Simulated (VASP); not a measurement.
**LaBi: single point with LDA**

Crystal: LaBi.

```
CELL_PARAMETERS angstrom
0.00000 3.19252 3.19252
3.19252 0.00000 3.19252
3.19252 3.19252 0.00000
ATOMIC_POSITIONS crystal
La 0.00000 0.00000 0.00000
Bi 0.50000 0.50000 0.50000
```

```yaml
Program: VASP 6.6.1
Task: single point
Functional: LDA
Potentials_or_basis: VASP PAW LDA potentials, release 64 (La, Bi_d)
Cutoff: 520 eV
k_mesh: 6 × 6 × 6
Occupations: methfessel-paxton, width 0.05 eV
Spin: no spin polarisation
Dipole_correction: no
Further_INCAR_settings: ALGO = Normal; EDIFF = 1e-07; NBANDS = 20
```

```json
{
  "Pressure": "3.6 GPa",
  "Band gap on the k mesh": "zero (band 13 reaches 7.86 eV, above the bottom of band 14 at 7.38 eV)"
}
```

Levels at points of the mesh, in eV from the Fermi level:
```
           k point  band 11  band 12  band 13  band 14  band 15  band 16
(0.00, 0.00, 0.00)     0.43     0.43     0.43     1.37     1.37     1.37
(0.50, 0.00, 0.00)    -3.38    -1.65    -1.65     1.92     2.18     2.18
(0.50, 0.50, 0.00)    -1.37    -0.26    -0.05    -0.05     2.21     2.25
```

Wall time 34 s on 1 thread of AMD EPYC 7R13 Processor (Zen 3), on a shared host, peak memory 0.16 GiB.

Caveat: spin-orbit coupling is left out, which moves the levels of the heavy elements.
